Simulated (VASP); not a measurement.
Li: density of states with PBEsol

The system is Li.

```xyz
1
Lattice="0.0000 2.1606 2.1606 2.1606 0.0000 2.1606 2.1606 2.1606 0.0000" Properties=species:S:1:pos:R:3 pbc="T T T"
Li    0.0000    0.0000    0.0000
```

```
Program                 : VASP 6.6.1
Task                    : density of states
Functional              : PBEsol
Potentials or basis     : VASP PAW PBE potentials, release 64 (Li_sv)
Cutoff                  : 520 eV
k mesh                  : 15 × 15 × 15
Occupations             : fermi-dirac, width 0.05 eV
Spin                    : no spin polarisation
Dipole correction       : no
k mesh for the DOS      : 23 × 23 × 23
Occupations for the DOS : tetrahedron
Further INCAR settings  : ALGO = Normal; EDIFF = 1e-07; NBANDS = 8
```

```
Valence electrons inside the program's atomic spheres : Li 2.08
```

Levels at points of the mesh, in eV from the Fermi level:
```csv
k point,band 1,band 2,band 3,band 4,band 5,band 6
"(0.00, 0.00, 0.00)",-45.91,-3.56,14.42,14.42,14.42,18.27
```

It took 13 s on 1 thread of Intel(R) Xeon(R) 6975P-C (Granite Rapids), with other jobs on the host, peak memory 0.15 GiB.
